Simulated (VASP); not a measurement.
# Os (P6_3/mmc) in VASP: notebook, part 2 of 2

VASP 6.6.1. The steps go on from the part before.

## Step 3: Single point, revPBE+D3(BJ)

The input, INCAR:

```
  PREC = Accurate
  ENCUT = 520
  EDIFF = 1E-6
  ISMEAR = -1
  SIGMA = 0.05
  LREAL = F
  LASPH = T
  NELM = 100
  ALGO = Normal
  ISIF = 2
  LWAVE = F
  LCHARG = T
  GGA = RE
  IVDW = 12
  LELF = T
  LVHAR = T
  NBANDS = 15
```

The input, KPOINTS:

```
Automatic mesh
0
Gamma
  11 11 6
```

The input, POSCAR:

```
Os
1.0
    2.6782863798      0.0000000000      0.0000000000
   -1.3391431899      2.3194640436      0.0000000000
    0.0000000000      0.0000000000      4.2315181138
Os
2
Direct
    0.6666666667      0.3333333333      0.7500000000
    0.3333333333      0.6666666667      0.2500000000
```

Potentials or basis: VASP PAW PBE potentials, release 64 (Os).

Started as:

```bash
$ cat potpaw_PBE.64/Os/POTCAR > POTCAR
$ mpirun -np 1 vasp_std > vasp.out
```

OUTCAR:

```text
PREC = Accurate
   ENCUT = 520
   EDIFF = 1E-6
   ISMEAR = -1
   LREAL = F
   LASPH = T
   NELM = 100
   ISIF = 2
   GGA = RE
   IVDW = 12
 IVDW          = 12

 ion  position               nearest neighbor table
   1  0.667  0.333  0.750-   2 2.62   2 2.62   2 2.62   2 2.62   2 2.62   2 2.62
   2  0.333  0.667  0.250-   1 2.62   1 2.62   1 2.62   1 2.62   1 2.62   1 2.62

  LATTYP: Found a hexagonal cell.
 ALAT       =     2.6782863798
 C/A-ratio  =     1.5799348963

  Lattice vectors:

 A1 = (   2.6782863798,   0.0000000000,   0.0000000000)
 A2 = (  -1.3391431899,   2.3194640436,   0.0000000000)
 A3 = (   0.0000000000,   0.0000000000,   4.2315181138)

Analysis of symmetry for initial positions (statically):
=====================================================================
 Subroutine PRICEL returns:
 Original cell was already a primitive cell.

 Routine SETGRP: Setting up the symmetry group for a
 hexagonal supercell.

 Subroutine GETGRP returns: Found 24 space group operations
 (whereof 12 operations were pure point group operations)
 out of a pool of 24 trial point group operations.

The static configuration has the point symmetry D_3d.
 The point group associated with its full space group is D_6h.

[... 177 lines left out ...]
      8       8.7898      2.00000
      9       8.7898      2.00000
     10      10.5355      0.30724
     11      12.3486      0.00000
     12      12.3486      0.00000
     13      20.3495      0.00000
     14      24.4669      0.00000
[... 401 lines left out ...]
      2       3.8035      2.00000
      3       5.3016      2.00000
      4       5.5297      2.00000
      5       6.8763      2.00000
      6       7.5590      2.00000
      7       8.2142      2.00000
      8       9.2297      2.00000
      9       9.9000      1.99997
     10      10.3236      1.85265
     11      12.8598      0.00000
     12      16.5505      0.00000
     13      21.7295      0.00000
     14      26.3858      0.00000
     15      27.2958      0.00000

 [... further k-points ...]

------------------------ aborting loop because EDIFF is reached ----------------------------------------

 Edisp (eV)   -2.56383

 E8    (eV) :    -1.8891

  FORCE on cell =-STRESS in cart. coord.  units (eV):
  Direction    XX          YY          ZZ          XY          YZ          ZX
  --------------------------------------------------------------------------------------
  -------------------------------------------------------------------------------------
  Total       4.45264     4.45264     4.86197    -0.00000     0.00000     0.00000
  in kB     271.38566   271.38566   296.33416    -0.00000     0.00000     0.00000
  external pressure =      279.70 kB  Pullay stress =        0.00 kB

 VOLUME and BASIS-vectors are now :
 -----------------------------------------------------------------------------
  energy-cutoff  :      520.00
  volume of cell :       26.29
      direct lattice vectors                 reciprocal lattice vectors
     2.678286380  0.000000000  0.000000000     0.373373067  0.215567041  0.000000000
    -1.339143190  2.319464044  0.000000000     0.000000000  0.431134081  0.000000000
     0.000000000  0.000000000  4.231518114     0.000000000  0.000000000  0.236321805

 POSITION                                       TOTAL-FORCE (eV/Angst)
 -----------------------------------------------------------------------------------
      1.33914      0.77315      3.17364         0.000000     -0.000000      0.000000
     -0.00000      1.54631      1.05788        -0.000000      0.000000      0.000000
 -----------------------------------------------------------------------------------
    total drift:                                0.000000     -0.000000     -0.000000

  FREE ENERGIE OF THE ION-ELECTRON SYSTEM (eV)
  ---------------------------------------------------
  free  energy   TOTEN  =       -23.7074179997 eV

  energy  without entropy=      -23.6955219560  energy(sigma->0) =      -23.70146998
```

stdout:

```text
POSCAR found type information on POSCAR Os
 POSCAR found :  1 types and       2 ions
 scaLAPACK will be used
 -----------------------------------------------------------------------------
|                                                                             |
|                                                                             |
|     You enforced a specific xc type in the INCAR file but a different       |
|     I HOPE YOU KNOW WHAT YOU ARE DOING!                                     |
|                                                                             |
 -----------------------------------------------------------------------------

 LDA part: xc-table for (Slater+PW92), standard interpolation
 POSCAR, INCAR and KPOINTS ok, starting setup
 FFT: planning ... GRIDC
 FFT: planning ... GRID_SOFT
 FFT: planning ... GRID
 WAVECAR not read
 entering main loop
```

It took 15 s on 1 thread of Intel Xeon Platinum 8375C at 2.90GHz (Ice Lake), shared host; peak memory 0.16 GiB.

Results:

- Free energy: -23.7074 eV
- Pressure: 28.0 GPa
- Band gap on the k mesh: zero (band 8 reaches 12.83 eV, above the bottom of band 9 at 8.53 eV)
- Dispersion energy per atom: -1.282 eV

Caveat: the PAW data sets were made with another functional, which shifts forces and pressure a little; spin-orbit coupling is left out, which moves the levels of the heavy elements; pairwise dispersion overbinds metals, which lowers pressure and volume.

## Step 4: Single point, BLYP+D4

The input, INCAR:

```
AGGAC = 1.0
AGGAX = 1.0
ALDAC = 0.0
ALDAX = 1.0
ALGO = Normal
EDIFF = 1E-6
ENCUT = 520
GGA = B5
ISIF = 2
ISMEAR = -1
IVDW = 13
LASPH = T
LCHARG = T
LELF = T
LREAL = F
LVHAR = T
LWAVE = F
NBANDS = 15
NELM = 80
PREC = Accurate
SIGMA = 0.05
VDW_A1 = 0.44488865
VDW_A2 = 4.0933009
VDW_S6 = 1.0
VDW_S8 = 2.34076671
```

The input, KPOINTS:

```
k-points
0
Gamma
  11 11 6
```

POSCAR is that of step 3.

Started as:

```bash
$ cat potpaw_PBE.64/Os/POTCAR > POTCAR
$ mpirun -np 1 vasp_std > vasp.out
```

Run time: 21 s. Hardware: 1 thread of Intel Xeon Platinum 8375C at 2.90GHz (Ice Lake), shared host; peak memory 0.15 GiB.

The run converged. Its results:

```
Free energy                : -21.4870 eV
Pressure                   : 47.6 GPa
Band gap on the k mesh     : zero (band 8 reaches 13.38 eV, above the bottom of band 9 at 9.07 eV)
Dispersion energy per atom : -1.421 eV
```

Stress tensor (GPa, compression positive):
```
46.65  0.00  0.00
 0.00 46.65  0.00
 0.00  0.00 49.46
```

Levels at points of the mesh, in eV from the Fermi level:
```
           k point  band 4  band 5  band 6  band 7  band 8  band 9  band 10  band 11  band 12  band 13
(0.00, 0.00, 0.00)   -3.32   -3.05   -2.40   -2.40   -1.69   -1.69     0.43     1.89     1.89     9.96
(0.00, 0.00, 0.50)   -3.76   -3.53   -3.53   -3.53   -3.53    1.03     1.03     1.03     1.03    14.10
```

Caveat: the PAW data sets were made with another functional, which shifts forces and pressure a little; spin-orbit coupling is left out, which moves the levels of the heavy elements; pairwise dispersion overbinds metals, which lowers pressure and volume.

## Step 5: Single point, SVWN5

The input, INCAR:

```
PREC = Accurate ; ENCUT = 520
EDIFF = 1E-6 ; ISMEAR = -1
SIGMA = 0.05 ; LREAL = False
LASPH = True ; NELM = 100
ALGO = Normal ; ISIF = 2
LWAVE = False ; LCHARG = False
GGA = VW ; NBANDS = 15
```

The input, KPOINTS:

```
Automatic mesh
0
Gamma
  11 11 6
```

POSCAR is that of step 4.

Started as:

```bash
$ cat potpaw_PBE.64/Os/POTCAR > POTCAR
$ mpirun -np 1 vasp_std > vasp.out
```

It took 13 s on 1 thread of Intel Xeon Platinum 8375C at 2.90GHz (Ice Lake), shared host; peak memory 0.14 GiB.

Results (log left out):

```
Free energy            : -25.4204 eV
Pressure               : 22.4 GPa
Band gap on the k mesh : zero (band 8 reaches 12.42 eV, above the bottom of band 9 at 8.12 eV)
```

Stress tensor (GPa, compression positive):
```
21.89  0.00  0.00
 0.00 21.89  0.00
 0.00  0.00 23.39
```

Levels at points of the mesh, in eV from the Fermi level:
```tsv
k point	band 6	band 7	band 8	band 9	band 10	band 11
(0.00, 0.00, 0.00)	-2.38	-2.38	-1.67	-1.67	0.15	1.91
(0.00, 0.00, 0.50)	-3.53	-3.53	-3.53	1.05	1.05	1.05
```

Caveat: the PAW data sets were made with another functional, which shifts forces and pressure a little; spin-orbit coupling is left out, which moves the levels of the heavy elements.

## Step 6: Single point, LDA

The input, INCAR:

```
ALGO = Normal
EDIFF = 1E-7
ENCUT = 520
ISIF = 2
ISMEAR = -1
LASPH = True
LCHARG = False
LREAL = False
LWAVE = False
NBANDS = 15
NELM = 100
PREC = Accurate
SIGMA = 0.05
```

The input, KPOINTS:

```
k-points
0
Gamma
  11 11 6
```

POSCAR is that of step 5.

Potentials or basis: VASP PAW LDA potentials, release 64 (Os).

Started as:

```bash
$ cat potpaw_LDA.64/Os/POTCAR > POTCAR
$ mpirun -np 1 vasp_std > vasp.out
```

Wall time 14 s (1 thread of Intel Xeon Platinum 8375C at 2.90GHz (Ice Lake), shared host); peak memory 0.14 GiB.

It converged, with:

| Property | Result |
| --- | --- |
| Free energy | -25.2174 eV |
| Pressure | 22.2 GPa |
| Band gap on the k mesh | zero (band 8 reaches 12.69 eV, above the bottom of band 9 at 8.40 eV) |

Stress tensor (GPa, compression positive):
```
21.71  0.00  0.00
 0.00 21.71  0.00
 0.00  0.00 23.13
```

Levels at points of the mesh, in eV from the Fermi level:
| k point | band 4 | band 5 | band 6 | band 7 | band 8 | band 9 | band 10 | band 11 | band 12 | band 13 |
| --- | --- | --- | --- | --- | --- | --- | --- | --- | --- | --- |
| (0.00, 0.00, 0.00) | -3.31 | -3.03 | -2.38 | -2.38 | -1.66 | -1.66 | 0.23 | 1.90 | 1.90 | 9.90 |
| (0.00, 0.00, 0.50) | -3.80 | -3.52 | -3.52 | -3.52 | -3.52 | 1.05 | 1.05 | 1.05 | 1.05 | 13.88 |

Caveat: spin-orbit coupling is left out, which moves the levels of the heavy elements.

## Step 7: Overview

```csv
level,potentials or basis,gap on the mesh (eV),pressure (GPa)
RPBE,"VASP PAW PBE potentials, release 64 (Os)",none,45.2
revPBE+D3(BJ),"VASP PAW PBE potentials, release 64 (Os)",none,28.0
BLYP+D4,"VASP PAW PBE potentials, release 64 (Os)",none,47.6
SVWN5,"VASP PAW PBE potentials, release 64 (Os)",none,22.4
LDA,"VASP PAW LDA potentials, release 64 (Os)",none,22.2
```

Alike in all rows: task single point; no spin polarisation; cell as given; k mesh 11 × 11 × 6; cutoff (eV) 520; smearing fermi-dirac 0.05 eV.

Caveats: spin-orbit coupling is left out, which moves the levels of the heavy elements; the PAW data sets were made with another functional, which shifts forces and pressure a little (some runs); pairwise dispersion overbinds metals, which lowers pressure and volume (some runs).

Total energies depend on the potentials used, so only differences within one code and one set of settings carry meaning.
